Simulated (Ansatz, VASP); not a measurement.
**Se in VASP and in Ansatz**

```
Se
1.0
     4.97645    0.00000    0.00000
    -2.48822    4.30973    0.00000
     0.00000    0.00000    3.05056
Se
3
Direct
  0.00000 0.00000 0.00000
  0.33333 0.66667 0.50000
  0.66667 0.33333 0.50000
```

Alike in both runs: task relaxation of cell and atoms; functional r2SCAN; k mesh 7 × 7 × 10; occupations fermi-dirac, width 0.1 eV; no spin polarisation.

|  | VASP | Ansatz |
| --- | --- | --- |
| version | VASP 6.6.1 | Ansatz 0.2.0 |
| potentials or method | VASP PAW PBE potentials, release 64 (Se), cutoff 600 eV | plane waves (500 eV) with PAW, scalar-relativistic |
| valence electrons in the cell | 18 | 48 |

|  | VASP | Ansatz | Ansatz less VASP |
| --- | --- | --- | --- |
| relaxed volume (Å³/atom) | 20.63 | 29.37 | +8.738 |
| relaxed length of the cell vector where the two differ most in proportion (Å) | 4.884 | 6.535 | +1.6508 |

VASP's potentials were made for PBE, not for r2SCAN. VASP's potentials hold 18 valence electrons a cell and Ansatz's 48, so a difference there can come from the potentials and not from the codes.
